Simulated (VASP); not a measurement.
Wanted: the native input for a VASP 6.6.1 run.

```
Task                               : single point
Functional                         : HSE06
Potentials or basis                : VASP PAW PBE potentials, release 64 (Na_pv, H)
Cutoff                             : 520 eV
k mesh                             : 6 × 6 × 6
Occupations                        : gaussian, width 0.01 eV
Spin                               : no spin polarisation
Dipole correction                  : no
Grid for exact exchange (PRECFOCK) : Normal
Further INCAR settings             : ALGO = Normal; EDIFF = 1e-06; NBANDS = 11
Share of exact exchange            : 0.25
Screening parameter                : 0.2079 1/Å
```

The system is NaH.

```xyz
2
Lattice="0.0000 2.3704 2.3704 2.3704 0.0000 2.3704 2.3704 2.3704 0.0000" Properties=species:S:1:pos:R:3 pbc="T T T"
Na    0.0000    0.0000    0.0000
H     2.3704    2.3704    2.3704
```

This cell differs from its parent crystal: strain -1.1%.

These files were run (other wordings do the same):

POSCAR

```
NaH
1.0
    0.0000000000      2.3704203984      2.3704203984
    2.3704203984      0.0000000000      2.3704203984
    2.3704203984      2.3704203984      0.0000000000
Na H
1 1
Direct
    0.0000000000      0.0000000000      0.0000000000
    0.5000000000      0.5000000000      0.5000000000
```

INCAR.step1

```
ALGO     = Normal         # electronic algorithm
EDIFF    = 1E-5           # SCF threshold, eV
ENCUT    = 520            # plane-wave cutoff, eV
GGA      = PE             # functional
ISIF     = 2              # what is computed and relaxed
ISMEAR   = 0              # smearing method
LASPH    = T              # aspherical terms in the spheres
LCHARG   = F              # write CHGCAR
LREAL    = F              # projectors in reciprocal space
LWAVE    = T              # write WAVECAR
NBANDS   = 11             # bands
NELM     = 100            # most SCF steps
PREC     = Accurate       # precision mode
SIGMA    = 0.01           # smearing width, eV
```

INCAR.step2

```
ALGO     = Normal         # electronic algorithm
EDIFF    = 1E-6           # SCF threshold, eV
ENCUT    = 520            # plane-wave cutoff, eV
GGA      = PE             # functional
HFSCREEN = 0.2079         # screening, 1/A
ISIF     = 2              # what is computed and relaxed
ISMEAR   = 0              # smearing method
ISTART   = 1            
LASPH    = T              # aspherical terms in the spheres
LCHARG   = F              # write CHGCAR
LHFCALC  = T              # exact exchange
LREAL    = F              # projectors in reciprocal space
LWAVE    = F              # write WAVECAR
NBANDS   = 11             # bands
NELM     = 100            # most SCF steps
PREC     = Accurate       # precision mode
PRECFOCK = Normal       
SIGMA    = 0.01           # smearing width, eV
```

KPOINTS

```
k-points
0
Gamma
  6 6 6
```

Potentials or basis: VASP PAW PBE potentials, release 64 (Na_pv, H).

Command:

```bash
$ cat potpaw_PBE.64/Na_pv/POTCAR potpaw_PBE.64/H/POTCAR > POTCAR
$ cp INCAR.step1 INCAR
$ mpirun -np 1 vasp_std > vasp.out
$ cp INCAR.step2 INCAR
$ mpirun -np 1 vasp_std > vasp.out
```

It gave:

```yaml
Pressure: 1.1 GPa
Band_gap_on_the_k_mesh: 4.96 eV (least direct gap 5.90 eV)
```

Caveat: the cell differs from its parent crystal (strain -1.1%); the structure was generated, so it needn't be the stable form of NaH; the PAW data sets were made with another functional, which shifts forces and pressure a little.

It took 8.9 min on 1 thread of AMD EPYC 9755 128-Core Processor (shared host), peak memory 0.22 GiB.
